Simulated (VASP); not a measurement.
# LiBe16 (a cell with a defect) in VASP: a series of runs

Runs on LiBe16 (a cell with a defect). Level: r2SCAN+D3(BJ). Tasks: single point.

Everything below comes from runs of VASP 6.6.1. Logs are shortened: lines on timing, memory, paths and dates and some standing lists are left out, and cuts for length are marked.

## 1. The cell of the first run

The cell holds a defect, 17 atoms: a = 4.580 Å, b = 3.966 Å, c = 7.177 Å, α = 90.00°, β = 90.00°, γ = 90.00°.

## 2. Single point, r2SCAN+D3(BJ)

POSCAR reads:

```
LiBe16
1.0
   -2.2900000000     -3.9663960000      0.0000000000
    3.4350000000     -1.9831980000      0.0000000000
    0.0000000000      0.0000000000      7.1768600000
Be Li
16 1
Direct
    0.7513063430      0.4629288283      0.0204936421
    0.4842341668      0.4215779452      0.2823842182
    0.7528081783      0.4215699355      0.5320401959
    0.4964030482      0.3212649142      0.7609171699
    0.4949368330     -0.0252322132     -0.0224978612
    0.2933781045      0.8506832196      0.2368793595
    0.5093675898     -0.0417464976      0.4864829466
    0.2576299253      0.8161669662      0.7560442868
    0.2508848149      0.4855281590      0.0130161380
    0.0644100255      0.2650014435      0.2687320081
    0.2415770060      0.4995022835      0.5224103577
    0.0076976150      0.3205253387      0.7707206216
    0.0040681575     -0.0273467014      0.0019660409
    0.7016919725      1.0518161913      0.2113722436
    0.0319005249      0.0016250952      0.5236349880
    0.7568681330      0.8227828310      0.7446436185
   -0.1108505047      0.6859284845      0.3054298119
```

INCAR.step1 reads:

```
SYSTEM = LiBe16
ALGO = Normal
EDIFF = 1E-4
ENCUT = 520
GGA = PE
ISMEAR = 0
LASPH = .True.
LCHARG = .False.
LREAL = Auto
LWAVE = .True.
NBANDS = 32
NELM = 100
PREC = Accurate
SIGMA = 0.05
```

INCAR.step2 reads:

```
SYSTEM = LiBe16
ALGO = Normal
EDIFF = 1E-7
ENCUT = 520
ISIF = 2
ISMEAR = 0
ISTART = 1
IVDW = 12
LASPH = .True.
LCHARG = .False.
LMIXTAU = .True.
LREAL = Auto
LWAVE = .False.
METAGGA = R2SCAN
NBANDS = 32
NELM = 100
PREC = Accurate
SIGMA = 0.05
VDW_A1 = 0.49484001
VDW_A2 = 5.73083694
VDW_S6 = 1.0
VDW_S8 = 0.78981345
```

KPOINTS reads:

```
k-points
0
Gamma
  5 6 4
  0 0 0
```

Potentials or basis: VASP PAW PBE potentials, release 64 (Be, Li_sv).

Run with:

```
> cat potpaw_PBE.64/Be/POTCAR potpaw_PBE.64/Li_sv/POTCAR > POTCAR
> cp INCAR.step1 INCAR
> mpirun -np 1 vasp_std > vasp.out
> cp INCAR.step2 INCAR
> mpirun -np 1 vasp_std > vasp.out
```

OUTCAR:

```text
SYSTEM = LiBe16
   EDIFF = 1E-7
   ENCUT = 520
   ISIF = 2
   ISMEAR = 0
   ISTART = 1
   IVDW = 12
   LASPH = .True.
   LREAL = Auto
   METAGGA = R2SCAN
   NELM = 100
   PREC = Accurate
 IVDW          = 12

 ion  position               nearest neighbor table
   1  0.751  0.463  0.020-  14 2.14  12 2.22   2 2.25  13 2.27   4 2.27   5 2.29   9 2.29   9 2.29
                            17 2.32  13 2.33   5 2.37
   2  0.484  0.422  0.282-  14 1.84   6 1.94  10 2.02  11 2.07  17 2.14   3 2.17   9 2.22   1 2.25
                             7 2.35
   3  0.753  0.422  0.532-  17 2.03   4 2.06  15 2.10  12 2.11   2 2.17   7 2.17  16 2.20  11 2.26
                            11 2.36
   4  0.496  0.321  0.761-   3 2.06   5 2.07  11 2.19   9 2.23  12 2.24   8 2.25   1 2.27   8 2.28
                            16 2.31  16 2.32  12 2.34
   5  0.495  0.975  0.978-  14 1.95   8 2.03   4 2.07   6 2.14  16 2.14   9 2.25  13 2.26   1 2.29
                             9 2.33  13 2.34   1 2.37
   6  0.293  0.851  0.237-   2 1.94  10 1.96  17 2.02  14 2.04   7 2.09   5 2.14   9 2.17  13 2.20
[... 17 lines left out ...]
  15  0.032  0.002  0.524-   8 2.10   3 2.10  17 2.11  10 2.11  16 2.15  12 2.18  11 2.20   7 2.21
                            11 2.21
  16  0.757  0.823  0.745-   5 2.14  15 2.15   3 2.20   7 2.24  13 2.25   8 2.29  12 2.29   8 2.30
                            12 2.31   4 2.31   4 2.32
  17  0.889  0.686  0.305-  14 1.82  10 1.87   6 2.02   3 2.03  15 2.11   2 2.14   1 2.32  11 2.36
                             7 2.43  10 2.45

  LATTYP: Found a simple orthorhombic cell.
 ALAT       =     3.9663962620
 B/A-ratio  =     1.1547004875
 C/A-ratio  =     1.8094157835

  Lattice vectors:

 A1 = (  -3.4350000000,   1.9831980000,   0.0000000000)
 A2 = (  -2.2900000000,  -3.9663960000,   0.0000000000)
 A3 = (   0.0000000000,   0.0000000000,   7.1768600000)

Analysis of symmetry for initial positions (statically):
=====================================================================
 Subroutine PRICEL returns:
 Original cell was already a primitive cell.

 Routine SETGRP: Setting up the symmetry group for a
 simple orthorhombic supercell.

 Subroutine GETGRP returns: Found  1 space group operations
 (whereof  1 operations were pure point group operations)
 out of a pool of  8 trial point group operations.

The static configuration has the point symmetry C_1 .

Analysis of symmetry for dynamics (positions and initial velocities):
=====================================================================
 Subroutine PRICEL returns:
 Original cell was already a primitive cell.

 Routine SETGRP: Setting up the symmetry group for a
 simple orthorhombic supercell.

 Subroutine GETGRP returns: Found  1 space group operations
[... 144 lines left out ...]
   NELECT =      35.0000    total number of electrons
   NUPDOWN=      -1.0000    fix difference up-down
   EMIN   =  10.00;   EMAX   =-10.00  energy-range for DOS
   EFERMI =   0.00;   METHOD = LEGACY
   ISMEAR =     0;   SIGMA  =   0.05  broadening in eV -4-tet -1-fermi 0-gaus
   EFERMI_NEDOS =   21; number of points for ismear=-14 and -15
   IALGO  =     38    algorithm
   IMIX   =      4    mixing-type and parameters
     AMIX     =   0.40;   BMIX     =  1.00
     AMIX_MAG =   1.60;   BMIX_MAG =  1.00
  volume/ion in A,a.u.               =       7.67        51.75
  Fermi-wavevector in a.u.,A,eV,Ry     =   1.056085  1.995711 15.174786  1.115315
  Thomas-Fermi vector in A             =   2.191307
   LORBIT       =      0    0 simple, 1 ext, 2 COOP (PROOUT), +10 PAW based schemes
   METAGGA = R2SCAN    functional components
   LHFCALC =     F    Hartree Fock is set to
   AEXX    =    0.0000 exact exchange contribution
   IVDW    =    12    specifies the selected vdW correction
   LEPSILON=     F    determine dielectric tensor
   LRPA    =     F    only Hartree local field effects (RPA)
 non-spin polarized calculation
 Gauss-broadening in eV      SIGMA  =   0.05
  energy-cutoff  :      520.00
  volume of cell :      130.38
 maximum number of plane-waves:      3532
 NGX is ok and might be reduce to    36
   NGX = 17   NGY = 15   NGZ = 27

 number of electron      34.9999997 magnetization

 Free energy of the ion-electron system (eV)
  ---------------------------------------------------
  ext. energy  EPLUGINS =         0.00000000
  ---------------------------------------------------
  free energy    TOTEN  =       -66.66836804 eV

  energy without entropy =      -66.66486804  energy(sigma->0) =      -66.66661804

 E-fermi :   7.3446     XC(G=0): -11.3199

 val. band max:        7.3412208785   @ k =   0.2000  -0.3333  -0.2500
 cond. band min:       7.3627075312   @ k =   0.2000   0.1667   0.2500
 fundamental gap:      0.0214866527
 Fermi energy:         7.3445683515

 k-point     1 :       0.0000    0.0000    0.0000
  band No.  band energies     occupation
      1     -40.7515      2.00000
      2      -4.8405      2.00000
      3      -2.7424      2.00000
      4      -2.4540      2.00000
      5       0.6598      2.00000
      6       0.7673      2.00000
[... 757 lines left out ...]
     28      12.1935      0.00000
     29      12.6935      0.00000

 [... further k-points ...]

 [bands above 29 left out]

------------------------ aborting loop because EDIFF is reached ----------------------------------------

 Edisp (eV)   -2.96393

 E8    (eV) :    -0.7801

  FORCE on cell =-STRESS in cart. coord.  units (eV):
  Direction    XX          YY          ZZ          XY          YZ          ZX
  --------------------------------------------------------------------------------------
  -------------------------------------------------------------------------------------
  Total       9.73793     5.61662     6.29580     0.98122    -0.48052    -1.24629
  in kB     119.66882    69.02232    77.36868    12.05811    -5.90506   -15.31561
  external pressure =       88.69 kB  Pullay stress =        0.00 kB

 VOLUME and BASIS-vectors are now :
 -----------------------------------------------------------------------------
  energy-cutoff  :      520.00
  volume of cell :      130.38
      direct lattice vectors                 reciprocal lattice vectors
    -2.290000000 -3.966396000  0.000000000    -0.109170306 -0.189088533  0.000000000
     3.435000000 -1.983198000  0.000000000     0.218340611 -0.126059022  0.000000000
     0.000000000  0.000000000  7.176860000     0.000000000  0.000000000  0.139336702

 POSITION                                       TOTAL-FORCE (eV/Angst)
 -----------------------------------------------------------------------------------
     -0.13033     -3.89806      0.14708        -0.010413      0.029051     -0.042445
      0.33922     -2.75674      2.02663         0.128359      0.048366      0.037375
     -0.27584     -3.82199      3.81838         0.121002     -0.102506     -0.014827
     -0.03322     -2.60606      5.46100        -0.035987     -0.029126     -0.007774
      2.21492     -3.89627      7.01540        -0.032718      0.011712      0.051798
      2.25026     -2.85073      1.70005        -0.024096     -0.127511      0.041553
[... 9 lines left out ...]
      1.09303     -4.63378      5.34420        -0.075933      0.031816      0.124854
      0.32001     -4.88705      2.19203        -0.044537      0.043120     -0.460418
 -----------------------------------------------------------------------------------
    total drift:                                0.029652     -0.010480     -0.033330

  FREE ENERGIE OF THE ION-ELECTRON SYSTEM (eV)
  ---------------------------------------------------
  free  energy   TOTEN  =       -69.6323026904 eV

  energy  without entropy=      -69.6288026933  energy(sigma->0) =      -69.63055269
```

OSZICAR.step1:

```text
N       E                     dE             d eps       ncg     rms          rms(c)
DAV:   1     0.682838993381E+02    0.68284E+02   -0.13724E+04  3968   0.972E+02
DAV:   2    -0.489015854157E+02   -0.11719E+03   -0.10966E+03  4848   0.200E+02
DAV:   3    -0.581515782313E+02   -0.92500E+01   -0.90454E+01  6592   0.421E+01
DAV:   4    -0.586982979875E+02   -0.54672E+00   -0.54057E+00  5680   0.840E+00
DAV:   5    -0.587063625457E+02   -0.80646E-02   -0.80630E-02  5496   0.117E+00    0.476E+00
DAV:   6    -0.574169644322E+02    0.12894E+01   -0.19378E+00  4952   0.718E+00    0.247E+00
DAV:   7    -0.572906354198E+02    0.12633E+00   -0.49533E-01  5040   0.319E+00    0.144E+00
DAV:   8    -0.572509474683E+02    0.39688E-01   -0.69916E-02  5680   0.141E+00    0.521E-01
DAV:   9    -0.572496814674E+02    0.12660E-02   -0.89926E-03  5360   0.554E-01    0.132E-01
DAV:  10    -0.572498322120E+02   -0.15074E-03   -0.86055E-04  5488   0.191E-01    0.321E-02
DAV:  11    -0.572498475348E+02   -0.15323E-04   -0.87138E-05  3424   0.660E-02
   1 F= -.57249848E+02 E0= -.57248054E+02  d E =-.358622E-02
```

Run time: 29 min. Hardware: 1 thread of Intel Xeon 8259CL, shared host; peak memory 0.35 GiB.

What came out:

- Free energy: -69.6323 eV
- Largest force: 0.465 eV/Å
- Band gap on the k mesh: zero (an odd number of electrons rules out a gap without spin polarisation)
- Dispersion energy per atom: -0.174 eV

Forces in eV/Å, atoms in the order of the input:
```
Be  -0.010  0.029 -0.042
Be   0.128  0.048  0.037
Be   0.121 -0.103 -0.015
Be  -0.036 -0.029 -0.008
Be  -0.033  0.012  0.052
Be  -0.024 -0.128  0.042
Be  -0.009 -0.046  0.079
Be  -0.010  0.009  0.013
Be   0.005  0.028  0.031
Be  -0.163 -0.071  0.005
Be   0.006  0.068  0.018
Be  -0.074  0.030  0.005
Be  -0.024  0.018  0.065
Be   0.293 -0.127  0.099
Be  -0.050  0.186 -0.044
Be  -0.076  0.032  0.125
Li  -0.045  0.043 -0.460
```

Caveat: the cutoff is under 1.25 times the usual one of these potentials, so pressure, stress and relaxed cells hold a basis-set (Pulay) error; the PAW data sets were made with another functional, which shifts forces and pressure a little.

## 3. Single point, r2SCAN+D3(BJ)

POSCAR reads:

```
LiBe16
1.0
   -2.2900000000     -3.9663960000      0.0000000000
    3.4350000000     -1.9831980000      0.0000000000
    0.0000000000      0.0000000000      7.1768600000
Be Li
16 1
Direct
    0.7555826588      0.4719185702      0.0280798288
    0.5048425750      0.3941681213      0.2777075211
    0.7396486451      0.3637395625      0.5407954175
    0.4849470381      0.3262412568      0.7651755782
    0.4944602479     -0.0154503733     -0.0271673127
    0.2685165471      0.8387251508      0.2317468921
    0.4963710786     -0.0456990480      0.4778867081
    0.2579134091      0.8190424183      0.7569600076
    0.2570598472      0.4878201019      0.0106049164
    0.0348174939      0.2864605709      0.2664241744
    0.2608460008      0.5075491534      0.5226810889
    0.0046582059      0.3454469553      0.7739944767
    0.0062371748     -0.0195472692     -0.0075060681
    0.7084307506      0.9649899327      0.1972058811
    0.0711133061      0.0495721895      0.5358449238
    0.7548163442      0.8480088583      0.7251409391
   -0.1110172414      0.7125442554      0.3816326360
```

INCAR.step1 reads:

```
ALGO = Normal ; EDIFF = 1E-4
ENCUT = 520 ; GGA = PE
ISMEAR = 0 ; LASPH = True
LCHARG = False ; LREAL = Auto
LWAVE = True ; NBANDS = 32
NELM = 60 ; PREC = Accurate
SIGMA = 0.05
```

INCAR.step2 reads:

```
ALGO = Normal ; EDIFF = 1E-6
ENCUT = 520 ; ISIF = 2
ISMEAR = 0 ; ISTART = 1
IVDW = 12 ; LASPH = True
LCHARG = True ; LELF = True
LMIXTAU = True ; LREAL = Auto
LVHAR = True ; LWAVE = False
METAGGA = R2SCAN ; NBANDS = 32
NELM = 60 ; PREC = Accurate
SIGMA = 0.05 ; VDW_A1 = 0.49484001
VDW_A2 = 5.73083694 ; VDW_S6 = 1.0
VDW_S8 = 0.78981345
```

KPOINTS reads:

```
k-points
0
Gamma
  5 6 4
```

Potentials or basis: VASP PAW PBE potentials, release 64 (Be, Li_sv).

Run with:

```
> cat potpaw_PBE.64/Be/POTCAR potpaw_PBE.64/Li_sv/POTCAR > POTCAR
> cp INCAR.step1 INCAR
> mpirun -np 1 vasp_std > vasp.out
> cp INCAR.step2 INCAR
> mpirun -np 1 vasp_std > vasp.out
```

Wall time 35 min (1 thread of Intel Xeon 8259CL, shared host); peak memory 0.35 GiB.

It converged, with:

```yaml
Free_energy: -69.2388 eV
Largest_force: 0.064 eV/Å
Band_gap_on_the_k_mesh: zero (an odd number of electrons rules out a gap without spin polarisation)
Dispersion_energy_per_atom: -0.174 eV
```

Forces in eV/Å, atoms in the order of the input:
```
Be   0.008 -0.002 -0.005
Be  -0.008  0.027 -0.013
Be  -0.022  0.045  0.040
Be   0.004 -0.016  0.011
Be   0.006  0.000 -0.003
Be  -0.001 -0.034 -0.012
Be   0.029  0.017  0.021
Be   0.011  0.004 -0.005
Be   0.002  0.003 -0.001
Be  -0.034 -0.006 -0.021
Be  -0.027 -0.035  0.007
Be   0.011  0.002 -0.001
Be  -0.007  0.002 -0.004
Be   0.024  0.005 -0.049
Be   0.018 -0.034 -0.003
Be  -0.006  0.002 -0.010
Li  -0.008  0.019  0.046
```

Levels at points of the mesh, in eV from the Fermi level:
```tsv
k point	band 13	band 14	band 15	band 16	band 17	band 18	band 19	band 20	band 21	band 22
(0.00, 0.00, 0.00)	-3.69	-3.57	-3.11	-1.08	-0.49	-0.39	0.51	0.78	1.42	1.87
(0.00, 0.50, 0.00)	-3.92	-3.84	-3.43	-2.88	-1.98	-0.29	0.31	0.68	1.45	1.64
(0.00, 0.00, 0.50)	-3.19	-2.33	-2.04	-1.80	-1.31	-0.08	0.39	1.29	1.62	1.96
(0.00, 0.50, 0.50)	-4.59	-4.20	-3.90	-3.63	-2.92	0.40	1.35	1.74	2.27	2.50
```

Caveat: the cutoff is under 1.25 times the usual one of these potentials, so pressure, stress and relaxed cells hold a basis-set (Pulay) error; the PAW data sets were made with another functional, which shifts forces and pressure a little.

## 4. Single point, r2SCAN+D3(BJ)

POSCAR reads:

```
LiBe16
1.0
   -2.2900000000     -3.9663960000      0.0000000000
    3.4350000000     -1.9831980000      0.0000000000
    0.0000000000      0.0000000000      7.1768600000
Be Li
16 1
Direct
    0.7582568112      0.5175939149      0.0068390633
    0.5069151096      0.3791113831      0.2626325440
    0.7114069921      0.2610299889      0.5222179337
    0.4964367235      0.3543057050      0.7675344092
    0.4987858882      0.0140659924     -0.0028742375
    0.2370840304      0.8367060930      0.2398574028
    0.4817115044     -0.1025835968      0.4821090282
    0.2498738103      0.8379231516      0.7519247972
    0.2558803705      0.5142195192      0.0032936410
    0.0158802964      0.3397993825      0.2466219210
    0.2946621417      0.4844338587      0.5149080517
    0.0022962908      0.3601617193      0.7552415680
    0.0069243431      0.0207338416     -0.0054144849
    0.7471410703      0.9057374238      0.2327526244
    0.0872036398      0.0699541004      0.5048865381
    0.7525371143      0.8801752523      0.7444475718
   -0.1128196961      0.6651184559      0.4727671990
```

INCAR.step1 reads:

```
PREC     = Accurate       # precision mode
ENCUT    = 520            # plane-wave cutoff, eV
ISMEAR   = 0              # smearing method
SIGMA    = 0.05           # smearing width, eV
LREAL    = Auto         
LASPH    = T              # aspherical terms in the spheres
NELM     = 80             # most SCF steps
NBANDS   = 32             # bands
GGA      = PE             # functional
ALGO     = Normal         # electronic algorithm
EDIFF    = 1E-4           # SCF threshold, eV
LWAVE    = T              # write WAVECAR
LCHARG   = F              # write CHGCAR
```

INCAR.step2 reads:

```
PREC     = Accurate       # precision mode
ENCUT    = 520            # plane-wave cutoff, eV
EDIFF    = 1E-6           # SCF threshold, eV
ISMEAR   = 0              # smearing method
SIGMA    = 0.05           # smearing width, eV
LREAL    = Auto         
LASPH    = T              # aspherical terms in the spheres
NELM     = 80             # most SCF steps
ALGO     = Normal         # electronic algorithm
ISIF     = 2              # what is computed and relaxed
LWAVE    = F              # write WAVECAR
LCHARG   = T              # write CHGCAR
METAGGA  = R2SCAN         # meta-GGA
LMIXTAU  = T            
IVDW     = 12             # dispersion correction
VDW_S6   = 1.0          
VDW_S8   = 0.78981345   
VDW_A1   = 0.49484001   
VDW_A2   = 5.73083694   
LELF     = T              # ELF
LVHAR    = T            
NBANDS   = 32             # bands
ISTART   = 1
```

KPOINTS reads:

```
regular mesh
0
Gamma
  5 6 4
```

Run with:

```
> cat potpaw_PBE.64/Be/POTCAR potpaw_PBE.64/Li_sv/POTCAR > POTCAR
> cp INCAR.step1 INCAR
> mpirun -np 1 vasp_std > vasp.out
> cp INCAR.step2 INCAR
> mpirun -np 1 vasp_std > vasp.out
```

It took 30 min on 1 thread of Intel Xeon 8259CL, shared host; peak memory 0.35 GiB.

The run converged. Its results:

```yaml
Free_energy: -69.7827 eV
Largest_force: 0.449 eV/Å
Band_gap_on_the_k_mesh: zero (an odd number of electrons rules out a gap without spin polarisation)
Dispersion_energy_per_atom: -0.174 eV
```

Forces on the atoms (eV/Å):
```
Be   0.052 -0.040 -0.090
Be  -0.039  0.038 -0.110
Be  -0.113  0.141 -0.157
Be   0.040 -0.061 -0.065
Be   0.030 -0.022  0.067
Be   0.022  0.015  0.026
Be   0.018  0.070  0.068
Be   0.034  0.002 -0.008
Be   0.021 -0.016 -0.040
Be   0.098 -0.011 -0.089
Be  -0.087 -0.051 -0.086
Be  -0.011 -0.001 -0.040
Be   0.038 -0.026  0.004
Be  -0.140  0.008  0.094
Be   0.060 -0.071 -0.124
Be   0.056 -0.015  0.110
Li  -0.076  0.039  0.441
```

Levels at points of the mesh, in eV from the Fermi level:
```
           k point  band 13  band 14  band 15  band 16  band 17  band 18  band 19  band 20  band 21  band 22
(0.00, 0.00, 0.00)    -3.95    -3.68    -3.56    -1.18     0.00     0.32     0.55     0.74     1.62     1.86
(0.00, 0.50, 0.00)    -3.97    -3.84    -3.29    -2.88    -2.34    -0.45     0.58     1.15     1.30     1.36
(0.00, 0.00, 0.50)    -3.36    -2.28    -2.13    -1.86    -1.74    -0.40     0.80     1.58     2.08     2.35
(0.00, 0.50, 0.50)    -4.83    -4.48    -3.70    -3.50    -3.11     0.35     1.32     2.22     2.34     2.46
```

Caveat: the cutoff is under 1.25 times the usual one of these potentials, so pressure, stress and relaxed cells hold a basis-set (Pulay) error; the PAW data sets were made with another functional, which shifts forces and pressure a little.

## 5. Summary

| cell | gap on the mesh (eV) | largest force (eV/Å) |
| --- | --- | --- |
| as given, atomic positions A | none | 0.46 |
| as given, atomic positions B | none | 0.06 |
| as given, atomic positions C | none | 0.45 |

Alike in all rows: task single point; level r2SCAN+D3(BJ); potentials or basis VASP PAW PBE potentials, release 64 (Be, Li_sv); no spin polarisation; k mesh 5 × 6 × 4; cutoff (eV) 520; smearing gaussian 0.05 eV.

Caveats: the cutoff is under 1.25 times the usual one of these potentials, so pressure, stress and relaxed cells hold a basis-set (Pulay) error; the PAW data sets were made with another functional, which shifts forces and pressure a little.

Absolute energies hang on the potentials; compare differences alone.

The gap in the log of VASP goes by the Fermi energy; the results here count the filled bands.